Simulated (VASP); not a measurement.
# ReS (Fm-3m) in VASP: further runs

ReS is run at these levels: r2SCAN; tasks: relaxation of cell and atoms.

Program: VASP 6.6.1. These are calculated values, not measurements. Logs are shortened: lines on timing, memory, paths and dates and some standing lists are left out, and cuts for length are marked.

## (1) The cell of the first run

The structure is cubic, space group Fm-3m (No. 225). The conventional cell has a = 4.968 Å, b = 4.968 Å, c = 4.968 Å, α = 90.00°, β = 90.00°, γ = 90.00°. Re (site symmetry m-3m) has 6 S at 2.48 Å within 3.3 Å. Within 3.3 Å of S (site symmetry m-3m) lie 6 Re at 2.48 Å.

## (2) Relaxation of cell and atoms, r2SCAN, collinear spin

Input file POSCAR:

```
ReS
1.0
    0.0000000000      2.4842001446      2.4842001446
    2.4842001446      0.0000000000      2.4842001446
    2.4842001446      2.4842001446      0.0000000000
Re S
1 1
Direct
    0.0000000000      0.0000000000      0.0000000000
    0.5000000000      0.5000000000      0.5000000000
```

Input file INCAR.step1:

```
SYSTEM = ReS
ALGO     = Normal         ! electronic algorithm
EDIFF    = 1E-4           ! SCF threshold, eV
ENCUT    = 600            ! plane-wave cutoff, eV
GGA      = PE             ! functional
ISMEAR   = 0              ! smearing method
ISPIN    = 2              ! spin polarisation
LASPH    = .TRUE.         ! aspherical terms in the spheres
LCHARG   = .FALSE.        ! write CHGCAR
LMAXMIX  = 4              ! l up to which the mixer works
LREAL    = .FALSE.        ! projectors in reciprocal space
LWAVE    = .TRUE.         ! write WAVECAR
MAGMOM   = 2 0            ! initial moments
NELM     = 150            ! most SCF steps
PREC     = Accurate       ! precision mode
SIGMA    = 0.1            ! smearing width, eV
```

Input file INCAR.step2:

```
SYSTEM = ReS
ALGO     = Normal         ! electronic algorithm
EDIFF    = 1E-6           ! SCF threshold, eV
EDIFFG   = -0.01          ! ionic threshold
ENCUT    = 600            ! plane-wave cutoff, eV
IBRION   = 2              ! ionic algorithm
ISIF     = 3              ! what is computed and relaxed
ISMEAR   = 0              ! smearing method
ISPIN    = 2              ! spin polarisation
ISTART   = 1            
LASPH    = .TRUE.         ! aspherical terms in the spheres
LCHARG   = .FALSE.        ! write CHGCAR
LMAXMIX  = 4              ! l up to which the mixer works
LMIXTAU  = .TRUE.       
LORBIT   = 11             ! projections on sites
LREAL    = .FALSE.        ! projectors in reciprocal space
LWAVE    = .FALSE.        ! write WAVECAR
MAGMOM   = 2 0            ! initial moments
METAGGA  = R2SCAN         ! meta-GGA
NELM     = 150            ! most SCF steps
NSW      = 80             ! ionic steps
PREC     = Accurate       ! precision mode
SIGMA    = 0.1            ! smearing width, eV
```

Input file KPOINTS:

```
k-points
0
G
  14 14 14
  0 0 0
```

Potentials or basis: VASP PAW PBE potentials, release 64 (Re, S).

Run with:

```console
> cat potpaw_PBE.64/Re/POTCAR potpaw_PBE.64/S/POTCAR > POTCAR
> cp INCAR.step1 INCAR
> mpirun -np 1 vasp_std > vasp.out
> cp INCAR.step2 INCAR
> mpirun -np 1 vasp_std > vasp.out
```

OUTCAR:

```text
SYSTEM = ReS
   EDIFF = 1E-6
   EDIFFG = -0.01
   ENCUT = 600
   IBRION = 2
   ISIF = 3
   ISMEAR = 0
   ISPIN = 2
   ISTART = 1
   LASPH = .TRUE.
   LORBIT = 11
   LREAL = .FALSE.
   METAGGA = R2SCAN
   NELM = 150
   NSW = 80
   PREC = Accurate

 ion  position               nearest neighbor table
   1  0.000  0.000  0.000-   2 2.48   2 2.48   2 2.48   2 2.48   2 2.48   2 2.48
   2  0.500  0.500  0.500-   1 2.48   1 2.48   1 2.48   1 2.48   1 2.48   1 2.48

  LATTYP: Found a face centered cubic cell.
 ALAT       =     4.9684002892

  Lattice vectors:

 A1 = (   0.0000000000,   2.4842001446,   2.4842001446)
 A2 = (   2.4842001446,   0.0000000000,   2.4842001446)
 A3 = (   2.4842001446,   2.4842001446,   0.0000000000)

Analysis of symmetry for initial positions (statically):
=====================================================================
 Subroutine PRICEL returns:
 Original cell was already a primitive cell.

 Routine SETGRP: Setting up the symmetry group for a
 face centered cubic supercell.

 Subroutine GETGRP returns: Found 48 space group operations
 (whereof 48 operations were pure point group operations)
 out of a pool of 48 trial point group operations.

The static configuration has the point symmetry O_h .

Analysis of symmetry for dynamics (positions and initial velocities):
=====================================================================
 Subroutine PRICEL returns:
 Original cell was already a primitive cell.

 Routine SETGRP: Setting up the symmetry group for a
 face centered cubic supercell.

 Subroutine GETGRP returns: Found 48 space group operations
 (whereof 48 operations were pure point group operations)
 out of a pool of 48 trial point group operations.

The dynamic configuration has the point symmetry O_h .

Analysis of structural, dynamic, and magnetic symmetry:
=====================================================================
 Subroutine PRICEL returns:
 Original cell was already a primitive cell.

 Routine SETGRP: Setting up the symmetry group for a
 face centered cubic supercell.

 Subroutine GETGRP returns: Found 48 space group operations
 (whereof 48 operations were pure point group operations)
 out of a pool of 48 trial point group operations.

The overall configuration has the point symmetry O_h .

 Subroutine INISYM returns: Found 48 space group operations
 (whereof 48 operations are pure point group operations),
 and found     1 'primitive' translations

----------------------------------------------------------------------------------------

                                     Primitive cell

  volume of cell :      30.6612

  direct lattice vectors                    reciprocal lattice vectors
     0.000000000  2.484200145  2.484200145    -0.201272028  0.201272028  0.201272028
     2.484200145  0.000000000  2.484200145     0.201272028 -0.201272028  0.201272028
     2.484200145  2.484200145  0.000000000     0.201272028  0.201272028 -0.201272028

  length of vectors
     3.513189536  3.513189536  3.513189536     0.348613378  0.348613378  0.348613378

  position of ions in fractional coordinates (direct lattice)
     0.000000000  0.000000000  0.000000000
     0.500000000  0.500000000  0.500000000

  ion indices of the primitive-cell ions
   primitive index   ion index
                 1           1
                 2           2

----------------------------------------------------------------------------------------

 KPOINTS: k-points

Automatic generation of k-mesh.
 Grid dimensions read from file:
 generate k-points for:   14   14   14

 Generating k-lattice:

  Cartesian coordinates                     Fractional coordinates (reciprocal lattice)
    -0.014376573  0.014376573  0.014376573     0.071428571  0.000000000  0.000000000
     0.014376573 -0.014376573  0.014376573     0.000000000  0.071428571  0.000000000
     0.014376573  0.014376573 -0.014376573     0.000000000  0.000000000  0.071428571

  Length of vectors
     0.024900956  0.024900956  0.024900956

  Shift w.r.t. Gamma in fractional coordinates (k-lattice)
     0.000000000  0.000000000  0.000000000

 Subroutine IBZKPT returns following result:
 ===========================================

 Found    104 irreducible k-points:

 Following reciprocal coordinates:
            Coordinates               Weight
  0.000000  0.000000  0.000000      1.000000
  0.071429  0.000000  0.000000      8.000000
  0.142857  0.000000  0.000000      8.000000
  0.214286  0.000000  0.000000      8.000000
  0.285714  0.000000  0.000000      8.000000
  0.357143  0.000000  0.000000      8.000000
[... 16 lines left out ...]
  0.214286  0.142857  0.000000     24.000000
  0.285714  0.142857  0.000000     24.000000
 [... further k-points ...]
   k-points           NKPTS =    104   k-points in BZ     NKDIM =    104   number of bands    NBANDS=     11
   number of dos      NEDOS =    301   number of ions     NIONS =      2
   total plane-waves  NPLWV =  21952
   dimension x,y,z NGX =    28 NGY =   28 NGZ =   28
   dimension x,y,z NGXF=    56 NGYF=   56 NGZF=   56
   ions per type =               1   1
   NGX,Y,Z   is equivalent  to a cutoff of  13.25, 13.25, 13.25 a.u.
   NGXF,Y,Z  is equivalent  to a cutoff of  26.50, 26.50, 26.50 a.u.
 SYSTEM =  ReS
   PREC   = accura    normal or accurate (medium, high low for compatibility)
   ISTART =      1    job   : 0-new  1-cont  2-samecut
   ICHARG =      0    charge: 1-file 2-atom 10-const
   ISPIN  =      2    spin polarized calculation?
   LNONCOLLINEAR =      F non collinear calculations
   LSORBIT =      F    spin-orbit coupling
   LASPH  =      T    aspherical Exc in radial PAW
   ENCUT  =  600.0 eV  44.10 Ry    6.64 a.u.   7.02  7.02  7.02*2*pi/ulx,y,z
   NELM   =    150;   NELMIN=  2; NELMDL=  0     # of ELM steps
   EDIFF  = 0.1E-05   stopping-criterion for ELM
   LREAL  =      F    real-space projection
   EDIFFG = -.1E-01   stopping-criterion for IOM
   NSW    =     80    number of steps for IOM
   IBRION =      2    ionic relax: 0-MD 1-quasi-New 2-CG
   NFREE  =      1    steps in history (QN), initial steepest desc. (CG)
   ISIF   =      3    stress and relaxation
   ISYM   =      2    0-nonsym 1-usesym 2-fastsym
   POTIM  = 0.5000    time-step for ionic-motion
   TEBEG  =    0.0;   TEEND  =   0.0 temperature during run
   PSTRESS=    0.0 pullay stress
   NELECT =      13.0000    total number of electrons
   NUPDOWN=      -1.0000    fix difference up-down
   EMIN   =  10.00;   EMAX   =-10.00  energy-range for DOS
   EFERMI =   0.00;   METHOD = LEGACY
   ISMEAR =     0;   SIGMA  =   0.10  broadening in eV -4-tet -1-fermi 0-gaus
   EFERMI_NEDOS =   21; number of points for ismear=-14 and -15
   IALGO  =     38    algorithm
   IMIX   =      4    mixing-type and parameters
     AMIX     =   0.40;   BMIX     =  1.00
     AMIX_MAG =   1.60;   BMIX_MAG =  1.00
  volume/ion in A,a.u.               =      15.33       103.46
  Fermi-wavevector in a.u.,A,eV,Ry     =   1.229870  2.324118 20.579918  1.512581
  Thomas-Fermi vector in A             =   2.364741
   LORBIT       =     11    0 simple, 1 ext, 2 COOP (PROOUT), +10 PAW based schemes
   METAGGA = R2SCAN    functional components
   LHFCALC =     F    Hartree Fock is set to
   AEXX    =    0.0000 exact exchange contribution
   IVDW    =     0    specifies the selected vdW correction
   LEPSILON=     F    determine dielectric tensor
   LRPA    =     F    only Hartree local field effects (RPA)
 conjugate gradient relaxation of ions
 spin polarized calculation
 Gauss-broadening in eV      SIGMA  =   0.10
  energy-cutoff  :      600.00
  volume of cell :       30.66
 maximum number of plane-waves:      1035
   NGX = 13   NGY = 13   NGZ = 13

--------------------------------------- Ionic step        1  -------------------------------------------

 number of electron      13.0000002 magnetization       1.9834176

 Free energy of the ion-electron system (eV)
  ---------------------------------------------------
  ext. energy  EPLUGINS =         0.00000000
  ---------------------------------------------------
  free energy    TOTEN  =       -58.65001155 eV

  energy without entropy =      -58.64429188  energy(sigma->0) =      -58.64715172

------------------------ aborting loop because EDIFF is reached ----------------------------------------

  FORCE on cell =-STRESS in cart. coord.  units (eV):
  Direction    XX          YY          ZZ          XY          YZ          ZX
  --------------------------------------------------------------------------------------
  -------------------------------------------------------------------------------------
  Total        0.2183425      0.2183425      0.2183425      0.0000000     -0.0000000     -0.0000000
  in kB       11.4093044     11.4093044     11.4093044      0.0000000     -0.0000000     -0.0000000
  external PRESSURE =      11.4093044 kB  Pullay stress =       0.0000000 kB
[... 57 lines left out ...]
  energy  without entropy=      -58.6428519858  energy(sigma->0) =      -58.64594476

--------------------------------------- Ionic step        3  -------------------------------------------

 number of electron      13.0000002 magnetization       1.9923188

 Free energy of the ion-electron system (eV)
  ---------------------------------------------------
  ext. energy  EPLUGINS =         0.00000000
  ---------------------------------------------------
  free energy    TOTEN  =       -58.65067907 eV

  energy without entropy =      -58.64482504  energy(sigma->0) =      -58.64775206

 E-fermi :   8.6950     XC(G=0): -12.9719

 val. band max:        8.6891264857   @ k =  -0.2857   0.2143   0.0000
 cond. band min:       8.7011800279   @ k =  -0.3571   0.5000   0.1429
 fundamental gap:      0.0120535423
 Fermi energy:         8.6949520204

 spin component 1

 k-point     1 :       0.0000    0.0000    0.0000
  band No.  band energies     occupation
      1      -8.9437      1.00000
      2       5.0669      1.00000
      3       5.0669      1.00000
      4       5.0670      1.00000
      5       5.3490      1.00000
      6       5.3490      1.00000
      7       5.3490      1.00000
      8       5.8774      1.00000
      9       5.8781      1.00000
     10      10.9158      0.00000
     11      18.2895      0.00000
[... 309 lines left out ...]
 k-point    24 :       0.2857    0.1429    0.0000
  band No.  band energies     occupation
      1      -7.9564      1.00000
      2       1.0078      1.00000
      3       2.7357      1.00000
      4       3.0951      1.00000
      5       5.1519      1.00000
      6       6.5845      1.00000
      7       7.2990      1.00000
      8       8.5120      0.99517
      9      10.0984      0.00000
     10      15.0073      0.00000
     11      16.2030      0.00000

 [... further k-points ...]

 spin component 2

 k-point     1 :       0.0000    0.0000    0.0000
  band No.  band energies     occupation
      1      -8.8105      1.00000
      2       5.4193      1.00000
      3       5.4193      1.00000
      4       5.4193      1.00000
      5       6.7108      1.00000
      6       6.7109      1.00000
      7       6.7109      1.00000
      8       6.7734      1.00000
      9       6.7736      1.00000
     10      11.8049      0.00000
     11      18.7248      0.00000
[... 351 lines left out ...]
  FREE ENERGIE OF THE ION-ELECTRON SYSTEM (eV)
  ---------------------------------------------------
  free  energy   TOTEN  =       -58.6506790744 eV

  energy  without entropy=      -58.6448250438  energy(sigma->0) =      -58.64775206

 reached required accuracy - stopping structural energy minimisation

 total charge

# of ion       s       p       d       tot
------------------------------------------
    1        0.442   0.378   4.989   5.808
    2        1.293   2.394   0.000   3.688
--------------------------------------------------
tot          1.735   2.772   4.989   9.496

 magnetization (x)

# of ion       s       p       d       tot
------------------------------------------
    1        0.087   0.010   1.864   1.961
    2        0.009   0.027   0.000   0.036
--------------------------------------------------
tot          0.096   0.037   1.864   1.997
```

It took 19 min on 1 thread of Oxide Virtual Turin-like, shared host; peak memory 0.22 GiB.

Results:

```yaml
Free_energy: -58.6507 eV
Relaxed_volume: 15.42 Å³/atom
Relaxed_cell: a = 3.520 Å, b = 3.520 Å, c = 3.520 Å, α = 60.00°, β = 60.00°, γ = 60.00°
Space_group_after_relaxing_to_0.1_Å: Fm-3m (No. 225)
Energy_gained_by_relaxing: 0.3 meV/atom
Ionic_steps: 3
Pressure_after_relaxing: 0.0 GPa
Net_moment: 1.99 μB per cell
Site_moments: Re +1.96; S +0.04 μB
Valence_electrons_inside_the_program's_atomic_spheres: Re 5.81; S 3.69
```

Step by step:
```
step  energy change (eV)  largest force (eV/Å)  pressure (GPa)  volume (Å³)
   1              0.0000                0.0000            1.14        30.66
   2              0.0010                0.0000           -1.73        31.15
   3             -0.0007                0.0000            0.01        30.85
```

Final structure:
```
Re S
1.0
     0.00000    2.48926    2.48926
     2.48926    0.00000    2.48926
     2.48926    2.48926    0.00000
Re S
1 1
Cartesian
  0.0000 0.0000 0.0000
  2.4893 2.4893 2.4893
```

Caveat: the PAW data sets were made with another functional, which shifts forces and pressure a little; spin-orbit coupling is left out, which moves the levels of the heavy elements.

## (3) Relaxation of cell and atoms, r2SCAN, collinear spin

This run uses another cell than the first one, of 15.28 Å³/atom.

Input file POSCAR:

```
ReS
1.0
    0.0000000000      2.4815891113      2.4815891113
    2.4815891113      0.0000000000      2.4815891113
    2.4815891113      2.4815891113      0.0000000000
Re S
1 1
Direct
    0.0000000000      0.0000000000      0.0000000000
    0.5000000000      0.5000000000      0.5000000000
```

Input file INCAR.step1:

```
SYSTEM = ReS
PREC = Accurate
ENCUT = 600
ISMEAR = 0
SIGMA = 0.1
LREAL = .FALSE.
LASPH = .TRUE.
NELM = 150
ISPIN = 2
MAGMOM = 1.56 0
LMAXMIX = 4
GGA = PE
ALGO = Normal
EDIFF = 1E-4
LWAVE = .TRUE.
LCHARG = .FALSE.
```

Input file INCAR.step2:

```
SYSTEM = ReS
PREC = Accurate
ENCUT = 600
EDIFF = 1E-6
ISMEAR = 0
SIGMA = 0.1
LREAL = .FALSE.
LASPH = .TRUE.
NELM = 150
ALGO = Normal
ISIF = 3
LWAVE = .FALSE.
LCHARG = .FALSE.
ISPIN = 2
MAGMOM = 1.56 0
LORBIT = 11
LMAXMIX = 4
METAGGA = R2SCAN
LMIXTAU = .TRUE.
IBRION = 2
NSW = 100
EDIFFG = -0.01
ISTART = 1
```

Input file KPOINTS:

```
regular mesh
0
G
  14 14 14
  0 0 0
```

Potentials or basis: VASP PAW PBE potentials, release 64 (Re, S).

Run with:

```console
> cat potpaw_PBE.64/Re/POTCAR potpaw_PBE.64/S/POTCAR > POTCAR
> cp INCAR.step1 INCAR
> mpirun -np 1 vasp_std > vasp.out
> cp INCAR.step2 INCAR
> mpirun -np 1 vasp_std > vasp.out
```

It took 11 min on 1 thread of Oxide Virtual Turin-like, shared host; peak memory 0.22 GiB.

Results (log left out):

| Quantity | Value |
| --- | --- |
| Free energy | -58.6507 eV |
| Relaxed volume | 15.42 Å³/atom |
| Relaxed cell | a = 3.520 Å, b = 3.520 Å, c = 3.520 Å, α = 60.00°, β = 60.00°, γ = 60.00° |
| Space group after relaxing (to 0.1 Å) | Fm-3m (No. 225) |
| Energy gained by relaxing | 0.8 meV/atom |
| Ionic steps | 3 |
| Pressure after relaxing | 0.0 GPa |
| Net moment | 1.99 μB per cell |
| Site moments | Re +1.96; S +0.04 μB |
| Valence electrons inside the program's atomic spheres | Re 5.81; S 3.69 |

The path:
```csv
step,energy change (eV),largest force (eV/Å),pressure (GPa),volume (Å³)
1,0.0000,0.0000,1.76,30.56
2,0.0023,0.0000,-2.64,31.31
3,-0.0015,0.0000,0.01,30.85
```

Final structure:
```yaml
crystal:
  lattice:
    - [0.00000, 2.48928, 2.48928]
    - [2.48928, 0.00000, 2.48928]
    - [2.48928, 2.48928, 0.00000]
  atoms:
    - { symbol: Re, position: [0.00000, 0.00000, 0.00000] }
    - { symbol: S, position: [0.50000, 0.50000, 0.50000] }
```

Levels at points of the mesh, in eV from the Fermi level:
Spin up:
| k point | band 4 | band 5 | band 6 | band 7 | band 8 | band 9 | band 10 | band 11 |
| --- | --- | --- | --- | --- | --- | --- | --- | --- |
| (0.00, 0.00, 0.00) | -3.63 | -3.35 | -3.35 | -3.35 | -2.82 | -2.82 | 2.22 | 9.59 |
| (0.50, 0.00, 0.00) | -7.15 | -1.32 | -1.32 | -0.74 | 2.61 | 4.86 | 4.86 | 6.10 |
| (0.50, 0.50, 0.00) | -4.89 | -4.89 | -1.77 | -0.69 | -0.69 | -0.09 | 2.03 | 11.07 |
Spin down:
```csv
k point,band 3,band 4,band 5,band 6,band 7,band 8
"(0.00, 0.00, 0.00)",-3.28,-3.28,-1.98,-1.98,-1.98,-1.92
"(0.50, 0.00, 0.00)",-6.70,-6.70,0.71,0.71,1.21,2.92
"(0.50, 0.50, 0.00)",-4.82,-4.82,-3.95,-0.82,0.99,1.55
```

Caveat: the PAW data sets were made with another functional, which shifts forces and pressure a little; spin-orbit coupling is left out, which moves the levels of the heavy elements.
